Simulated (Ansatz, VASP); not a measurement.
## One calculation of Sc, two programs

```
Sc
1.0
     4.83657    0.00000    0.00000
    -2.41828    4.18859    0.00000
     0.00000    0.00000    3.04591
Sc
3
Cartesian
  0.0000 0.0000 0.0000
  0.0000 2.7924 1.5230
  2.4183 1.3962 1.5230
```

Change from the starting cell: volume scaled by 0.84, PAW files.

Alike in both runs: task single point; functional PBE; k mesh 8 × 8 × 11; occupations fermi-dirac, width 0.05 eV; no spin polarisation.

|  | VASP | Ansatz |
| --- | --- | --- |
| version | VASP 6.6.1 | Ansatz 0.2.0 |
| potentials or method | VASP PAW PBE potentials, release 64 (Sc_sv) | PAW with Ansatz's default frozen-core files, scalar-relativistic |
| plane-wave cutoff (eV) | 520 | 420 |
| valence electrons in the cell | 33 | 33 |

```csv
,VASP,Ansatz,Ansatz less VASP
pressure (GPa),12.4,12.3,-0.09
```

The functional is the same, so the differences come from potentials, cutoffs and numerics.
